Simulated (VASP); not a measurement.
Crystal: LiCl.

```
Li Cl
1.0
     3.89418    0.00000    0.00000
    -1.94709    3.37246    0.00000
     0.00000    0.00000    6.22446
Li Cl
2 2
Direct
  0.33333 0.66667 0.99687
  0.66667 0.33333 0.49687
  0.33333 0.66667 0.37813
  0.66667 0.33333 0.87813
```

Base run:

- Program: VASP 6.6.1
- Functional: r2SCAN
- Potentials or basis: VASP PAW PBE potentials, release 64 (Li_sv, Cl)
- Cutoff: 520 eV
- k mesh: 6 × 6 × 4
- Occupations: gaussian, width 0.01 eV
- Spin: no spin polarisation

Its results: band gap on the k mesh 6.74 eV, direct.

The run is repeated on the same cell with these changes: functional from r2SCAN to PBE; further incar settings from ALGO = Normal; EDIFF = 1e-07; NBANDS = 18 to ALGO = Normal; EDIFF = 1e-06; NBANDS = 18. What comes out?

Band gap on the k mesh 6.03 eV, direct.

A k mesh can miss the band edges.
